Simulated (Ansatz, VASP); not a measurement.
**NbP: VASP beside Ansatz**

```
Nb P
1.0
     0.00000    2.76341    2.76341
     2.76341    0.00000    2.76341
     2.76341    2.76341    0.00000
Nb P
1 1
Cartesian
  0.0000 0.0000 0.0000
  1.3817 1.3817 1.3817
```

Alike in both runs: task single point; functional PBEsol; k mesh 10 × 10 × 10; occupations gaussian, width 0.05 eV; no spin polarisation.

|  | VASP | Ansatz |
| --- | --- | --- |
| version | VASP 6.6.1 | Ansatz 0.2.0 |
| potentials or method | VASP PAW PBE potentials, release 64 (Nb_sv, P), cutoff 520 eV | scalar-relativistic, plane waves, PAW |
| valence electrons in the cell | 18 | 18 |

Ansatz gave:

* gap on the k mesh at the Fermi level (eV): none
* pressure (GPa): 0.0

Task: Which values does VASP return?

Result: gap on the k mesh at the Fermi level (eV): none; pressure (GPa): -0.1.

VASP's potentials were made for PBE, not for PBEsol. A gap of «none» marks a metal or a gap that the smearing closes.
